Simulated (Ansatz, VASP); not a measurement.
## One calculation of TiAl3, two programs

```
Ti Al
1.0
    -1.98987    1.98987    4.00936
     1.98987   -1.98987    4.00936
     1.98987    1.98987   -4.00936
Ti Al
1 3
Cartesian
  0.0000 0.0000 0.0000
  0.0000 0.0000 4.0094
  -0.0605 1.9899 2.0047
  2.0504 0.0000 2.0047
```

Change from the starting cell: mode 9 frozen in at -0.059 Å, strain +e along z and -e/2 along x and y -0.0700.

Alike in both runs: task single point; functional PBE; k mesh 14 × 14 × 14; occupations gaussian, width 0.15 eV; no spin polarisation.

|  | VASP | Ansatz |
| --- | --- | --- |
| version | VASP 6.6.1 | Ansatz 0.2.0 |
| potentials or method | VASP PAW PBE potentials, release 64 (Ti_sv, Al), cutoff 520 eV | scalar-relativistic, plane waves, PAW |
| valence electrons in the cell | 21 | 21 |

|  | VASP | Ansatz | Ansatz less VASP |
| --- | --- | --- | --- |
| gap on the k mesh at the Fermi level (eV) | none | none | - |
| pressure (GPa) | 1.0 | 1.1 | +0.03 |
| traceless stress, the component that is largest in VASP (GPa) | 10.67 | 10.67 | -0.002 |
| rms of the force components (eV/Å) | 0.203 | 0.202 | -0.0004 |

Atom by atom the forces differ by 0.000 eV/Å (rms over components). A gap of «none» marks a metal or a gap that the smearing closes.
